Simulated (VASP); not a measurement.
A run of VASP 6.6.1:

File INCAR:

```
ALGO = Normal
EDIFF = 1E-6
ENCUT = 520
ISIF = 2
ISMEAR = -1
LASPH = T
LCHARG = T
LELF = T
LREAL = F
LVHAR = T
LWAVE = F
NBANDS = 33
NELM = 100
PREC = Accurate
SIGMA = 0.05
```

File KPOINTS:

```
k-points
0
Gamma
  5 5 7
```

Contents of POSCAR:

```
TaN
1.0
    5.1461633866      0.0000000000      0.0000000000
   -2.5730816933      4.4567082248      0.0000000000
    0.0000000000      0.0000000000      2.8780605264
Ta N
3 3
Direct
    0.3333333333      0.6666666667      0.5000000000
    0.6666666667      0.3333333333      0.5000000000
    0.0000000000      0.0000000000      0.0000000000
    0.3935118484      0.0000000000      0.0000000000
    0.6064881516      0.6064881516      0.0000000000
    0.0000000000      0.3935118484      0.0000000000
```

Potentials or basis: VASP PAW LDA potentials, release 64 (Ta_pv, N).

Run with:

```console
$ cat potpaw_LDA.64/Ta_pv/POTCAR potpaw_LDA.64/N/POTCAR > POTCAR
$ mpirun -np 1 vasp_std > vasp.out
```

Hardware: 1 thread of Intel(R) Xeon(R) Platinum 8488C (Sapphire Rapids), on a shared host.

Question: Estimate the wall time of this run.

Answer: It took 65 s on 1 thread of Intel(R) Xeon(R) Platinum 8488C (Sapphire Rapids), with other jobs on the host, peak memory 0.18 GiB. Counts: scf iterations 14, k points 20.
